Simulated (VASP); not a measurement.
# Cu in VASP: single point with PBE

Aim: the single point of Cu with PBE.

Everything below comes from runs of VASP 6.6.1. Logs are shortened: lines on timing, memory, paths and dates and some standing lists are left out, and cuts for length are marked.

### 1 The cell of the first run

The cell holds a slab with vacuum, 5 atoms: a = 2.534 Å, b = 2.534 Å, c = 23.225 Å, α = 90.00°, β = 90.00°, γ = 120.00°.

### 2 Single point, PBE

Input file INCAR:

```
ALGO     = Normal         # electronic algorithm
DIPOL    = 0.5 0.5 0.500
EDIFF    = 1E-6           # SCF threshold, eV
ENCUT    = 520            # plane-wave cutoff, eV
GGA      = PE             # functional
IDIPOL   = 3            
ISIF     = 2              # what is computed and relaxed
ISMEAR   = -1             # smearing method
LASPH    = T              # aspherical terms in the spheres
LCHARG   = F              # write CHGCAR
LDIPOL   = T            
LREAL    = F              # projectors in reciprocal space
LWAVE    = F              # write WAVECAR
NBANDS   = 36             # bands
NELM     = 80             # most SCF steps
PREC     = Accurate       # precision mode
SIGMA    = 0.05           # smearing width, eV
```

Input file KPOINTS:

```
k-points
0
Gamma
  12 12 1
```

Input file POSCAR:

```
Cu
1.0
    2.5340966698      0.0000000000      0.0000000000
   -1.2670483349      2.1945920917      0.0000000000
    0.0000000000      0.0000000000     23.2251420000
Cu
5
Direct
    0.3333333300      0.6666666600      0.3229259050
    0.6666666700      0.3333333400      0.4114629525
    0.3333333300      0.6666666600      0.5000000000
    0.6666666700      0.3333333400      0.5885370475
    0.3333333300      0.6666666600      0.6770740950
```

Potentials or basis: VASP PAW PBE potentials, release 64 (Cu).

Started as:

```bash
$ cat potpaw_PBE.64/Cu/POTCAR > POTCAR
$ mpirun -np 1 vasp_std > vasp.out
```

OUTCAR:

```text
EDIFF = 1E-6
   ENCUT = 520
   GGA = PE
   ISIF = 2
   ISMEAR = -1
   LASPH = T
   LREAL = F
   NELM = 80
   PREC = Accurate

 ion  position               nearest neighbor table
   1  0.333  0.667  0.323-   2 2.52   2 2.52   2 2.52
   2  0.667  0.333  0.411-   3 2.52   3 2.52   1 2.52   1 2.52   3 2.52   1 2.52
   3  0.333  0.667  0.500-   2 2.52   4 2.52   2 2.52   4 2.52   2 2.52   4 2.52
   4  0.667  0.333  0.589-   3 2.52   3 2.52   5 2.52   5 2.52   3 2.52   5 2.52
   5  0.333  0.667  0.677-   4 2.52   4 2.52   4 2.52

  LATTYP: Found a hexagonal cell.
 ALAT       =     2.5340966698
 C/A-ratio  =     9.1650576226

  Lattice vectors:

 A1 = (   2.5340966698,   0.0000000000,   0.0000000000)
 A2 = (  -1.2670483349,   2.1945920917,   0.0000000000)
 A3 = (   0.0000000000,   0.0000000000,  23.2251420000)

Analysis of symmetry for initial positions (statically):
=====================================================================
 Subroutine PRICEL returns:
 Original cell was already a primitive cell.

 Routine SETGRP: Setting up the symmetry group for a
 hexagonal supercell.

 Subroutine GETGRP returns: Found 12 space group operations
 (whereof 12 operations were pure point group operations)
 out of a pool of 24 trial point group operations.

The static configuration has the point symmetry D_3h.

Analysis of symmetry for dynamics (positions and initial velocities):
=====================================================================
 Subroutine PRICEL returns:
 Original cell was already a primitive cell.

 Routine SETGRP: Setting up the symmetry group for a
 hexagonal supercell.

 Subroutine GETGRP returns: Found 12 space group operations
 (whereof 12 operations were pure point group operations)
 out of a pool of 24 trial point group operations.

The dynamic configuration has the point symmetry D_3h.

 Subroutine INISYM returns: Found 12 space group operations
 (whereof 12 operations are pure point group operations),
 and found     1 'primitive' translations

----------------------------------------------------------------------------------------

                                     Primitive cell

  volume of cell :     129.1622

  direct lattice vectors                    reciprocal lattice vectors
     2.534096670  0.000000000  0.000000000     0.394617937  0.227832772  0.000000000
    -1.267048335  2.194592092  0.000000000     0.000000000  0.455665544  0.000000000
     0.000000000  0.000000000 23.225142000     0.000000000  0.000000000  0.043056787

  length of vectors
     2.534096670  2.534096670 23.225142000     0.455665544  0.455665544  0.043056787

  position of ions in fractional coordinates (direct lattice)
     0.333333330  0.666666660  0.322925905
     0.666666670  0.333333340  0.411462953
     0.333333330  0.666666660  0.500000000
     0.666666670  0.333333340  0.588537047
     0.333333330  0.666666660  0.677074095

  ion indices of the primitive-cell ions
   primitive index   ion index
                 1           1
                 2           2
                 3           3
                 4           4
                 5           5

----------------------------------------------------------------------------------------

 KPOINTS: k-points

Automatic generation of k-mesh.
 Grid dimensions read from file:
 generate k-points for:   12   12    1

 Generating k-lattice:

  Cartesian coordinates                     Fractional coordinates (reciprocal lattice)
     0.032884828  0.018986064  0.000000000     0.083333333 -0.000000000  0.000000000
     0.000000000  0.037972129  0.000000000     0.000000000  0.083333333  0.000000000
     0.000000000  0.000000000  0.043056787     0.000000000  0.000000000  1.000000000

  Length of vectors
     0.037972129  0.037972129  0.043056787

  Shift w.r.t. Gamma in fractional coordinates (k-lattice)
     0.000000000  0.000000000  0.000000000

 Subroutine IBZKPT returns following result:
 ===========================================

 Found     19 irreducible k-points:

 Following reciprocal coordinates:
            Coordinates               Weight
  0.000000  0.000000  0.000000      1.000000
  0.083333  0.000000  0.000000      6.000000
  0.166667 -0.000000  0.000000      6.000000
  0.250000  0.000000  0.000000      6.000000
  0.333333  0.000000  0.000000      6.000000
  0.416667  0.000000  0.000000      6.000000
[... 11 lines left out ...]
  0.333333  0.250000  0.000000     12.000000
  0.333333  0.333333  0.000000      2.000000
   k-points           NKPTS =     19   k-points in BZ     NKDIM =     19   number of bands    NBANDS=     36
   number of dos      NEDOS =    301   number of ions     NIONS =      5
   total plane-waves  NPLWV =  72000
   dimension x,y,z NGX =    20 NGY =   20 NGZ =  180
   dimension x,y,z NGXF=    40 NGYF=   40 NGZF=  360
   ions per type =               5
   NGX,Y,Z   is equivalent  to a cutoff of  13.12, 13.12, 12.88 a.u.
   NGXF,Y,Z  is equivalent  to a cutoff of  26.24, 26.24, 25.77 a.u.
 SYSTEM =  unknown system
   PREC   = accura    normal or accurate (medium, high low for compatibility)
   ISTART =      0    job   : 0-new  1-cont  2-samecut
   ICHARG =      2    charge: 1-file 2-atom 10-const
   ISPIN  =      1    spin polarized calculation?
   LNONCOLLINEAR =      F non collinear calculations
   LSORBIT =      F    spin-orbit coupling
   LASPH  =      T    aspherical Exc in radial PAW
   ENCUT  =  520.0 eV  38.22 Ry    6.18 a.u.   4.71  4.71 43.18*2*pi/ulx,y,z
   NELM   =     80;   NELMIN=  2; NELMDL= -5     # of ELM steps
   EDIFF  = 0.1E-05   stopping-criterion for ELM
   LREAL  =      F    real-space projection
   EDIFFG = 0.1E-04   stopping-criterion for IOM
   NSW    =      0    number of steps for IOM
   IBRION =     -1    ionic relax: 0-MD 1-quasi-New 2-CG
   NFREE  =      0    steps in history (QN), initial steepest desc. (CG)
   ISIF   =      2    stress and relaxation
   ISYM   =      2    0-nonsym 1-usesym 2-fastsym
   POTIM  = 0.5000    time-step for ionic-motion
   TEBEG  =    0.0;   TEEND  =   0.0 temperature during run
   PSTRESS=    0.0 pullay stress
   NELECT =      55.0000    total number of electrons
   NUPDOWN=      -1.0000    fix difference up-down
   EMIN   =  10.00;   EMAX   =-10.00  energy-range for DOS
   EFERMI =   0.00;   METHOD = LEGACY
   ISMEAR =    -1;   SIGMA  =   0.05  broadening in eV -4-tet -1-fermi 0-gaus
   EFERMI_NEDOS =   21; number of points for ismear=-14 and -15
   IALGO  =     38    algorithm
   IMIX   =      4    mixing-type and parameters
     AMIX     =   0.40;   BMIX     =  1.00
     AMIX_MAG =   1.60;   BMIX_MAG =  1.00
  volume/ion in A,a.u.               =      25.83       174.33
  Fermi-wavevector in a.u.,A,eV,Ry     =   1.231640  2.327463 20.639197  1.516938
  Thomas-Fermi vector in A             =   2.366442
   LORBIT       =      0    0 simple, 1 ext, 2 COOP (PROOUT), +10 PAW based schemes
   GGA     = PE    functional components
   LHFCALC =     F    Hartree Fock is set to
   AEXX    =    0.0000 exact exchange contribution
   IVDW    =     0    specifies the selected vdW correction
   LEPSILON=     F    determine dielectric tensor
   LRPA    =     F    only Hartree local field effects (RPA)
 non-spin polarized calculation
  energy-cutoff  :      520.00
  volume of cell :      129.16
 maximum number of plane-waves:      3507
 NGX is ok and might be reduce to    20
   NGX =  9   NGY =  9   NGZ = 87

 number of electron      54.9999963 magnetization

 dipolmoment           0.000000      0.000000     -0.000000 electrons x Angstroem

 Free energy of the ion-electron system (eV)
  ---------------------------------------------------
  ext. energy  EPLUGINS =         0.00000000
  ---------------------------------------------------
  free energy    TOTEN  =       -17.63908788 eV

  energy without entropy =      -17.61700826  energy(sigma->0) =      -17.62804807

 E-fermi :   0.9349     XC(G=0):  -6.5190

 val. band max:        0.8675203530   @ k =   0.1667   0.1667   0.0000
 cond. band min:       0.9503897226   @ k =   0.2500   0.0833   0.0000
 fundamental gap:      0.0828693696
 Fermi energy:         0.9349281947

 k-point     1 :       0.0000    0.0000    0.0000
  band No.  band energies     occupation
      1      -8.2961      2.00000
      2      -7.4300      2.00000
      3      -6.0465      2.00000
      4      -4.7942      2.00000
      5      -4.2925      2.00000
      6      -2.2262      2.00000
[... 28 lines left out ...]
     35       7.5484      0.00000
     36       7.8452      0.00000

 k-point     2 :       0.0833    0.0000    0.0000
  band No.  band energies     occupation
      1      -8.0696      2.00000
      2      -7.2104      2.00000
      3      -5.8401      2.00000
      4      -4.6074      2.00000
      5      -4.1447      2.00000
      6      -2.3003      2.00000
[... 28 lines left out ...]
     35       7.7420      0.00000
     36       8.0451      0.00000

 k-point     3 :       0.1667   -0.0000    0.0000
  band No.  band energies     occupation
      1      -7.4079      2.00000
      2      -6.5759      2.00000
      3      -5.2627      2.00000
      4      -4.1068      2.00000
      5      -3.7658      2.00000
      6      -2.5780      2.00000
[... 28 lines left out ...]
     35       8.3372      0.00000
     36       8.6456      0.00000
[... 547 lines left out ...]
 k-point    18 :       0.3333    0.2500    0.0000
  band No.  band energies     occupation
      1      -3.4255      2.00000
      2      -3.3826      2.00000
      3      -3.2018      2.00000
      4      -3.1954      2.00000
      5      -3.1132      2.00000
      6      -2.9159      2.00000
[... 28 lines left out ...]
     35       8.4110      0.00000
     36       8.9907      0.00000

 k-point    19 :       0.3333    0.3333    0.0000
  band No.  band energies     occupation
      1      -3.2370      2.00000
      2      -3.1589      2.00000
      3      -3.1073      2.00000
      4      -3.0408      2.00000
      5      -3.0376      2.00000
      6      -2.9092      2.00000
[... 28 lines left out ...]
     35       8.2659      0.00000
     36       8.6262      0.00000

------------------------ aborting loop because EDIFF is reached ----------------------------------------

 vacuum level on the upper side and lower side of the slab       (xc-potential included)        -0.203        -0.203

  FORCE on cell =-STRESS in cart. coord.  units (eV):
  Direction    XX          YY          ZZ          XY          YZ          ZX
  --------------------------------------------------------------------------------------
  -------------------------------------------------------------------------------------
  Total        1.2627118      1.2627118      1.9457800      0.0000000     -0.0000000      0.0000000
  in kB       15.6631626     15.6631626     24.1362037      0.0000000     -0.0000000      0.0000000
  external PRESSURE =      18.4875096 kB  Pullay stress =       0.0000000 kB

 VOLUME and BASIS-vectors are now :
 -----------------------------------------------------------------------------
  energy-cutoff  :      520.00
  volume of cell :      129.16
      direct lattice vectors                 reciprocal lattice vectors
     2.534096670  0.000000000  0.000000000     0.394617937  0.227832772  0.000000000
    -1.267048335  2.194592092  0.000000000     0.000000000  0.455665544  0.000000000
     0.000000000  0.000000000 23.225142000     0.000000000  0.000000000  0.043056787

 POSITION                                       TOTAL-FORCE (eV/Angst)
 -----------------------------------------------------------------------------------
      0.00000      1.46306      7.50000        -0.000000     -0.000000     -0.232975
      1.26705      0.73153      9.55629         0.000000      0.000000     -0.013956
      0.00000      1.46306     11.61257        -0.000000     -0.000000      0.000000
      1.26705      0.73153     13.66886         0.000000      0.000000      0.013956
      0.00000      1.46306     15.72514        -0.000000     -0.000000      0.232975
 -----------------------------------------------------------------------------------
    total drift:                                0.000002      0.000001     -0.000000

  FREE ENERGIE OF THE ION-ELECTRON SYSTEM (eV)
  ---------------------------------------------------
  free  energy   TOTEN  =       -17.6390878787 eV

  energy  without entropy=      -17.6170082641  energy(sigma->0) =      -17.62804807

 vacuum level on the upper side and lower side of the slab         5.503         5.503
```

It took 5.2 min on 1 thread of AMD EPYC 7R13, shared host; peak memory 0.24 GiB.

What came out:

| Item | Value |
| --- | --- |
| Free energy | -17.6391 eV |
| Largest force | 0.233 eV/Å |
| Band gap on the k mesh | zero (an odd number of electrons rules out a gap without spin polarisation) |

Forces on the atoms (eV/Å):
```
Cu   0.000  0.000 -0.233
Cu   0.000  0.000 -0.014
Cu   0.000  0.000  0.000
Cu   0.000  0.000  0.014
Cu   0.000  0.000  0.233
```
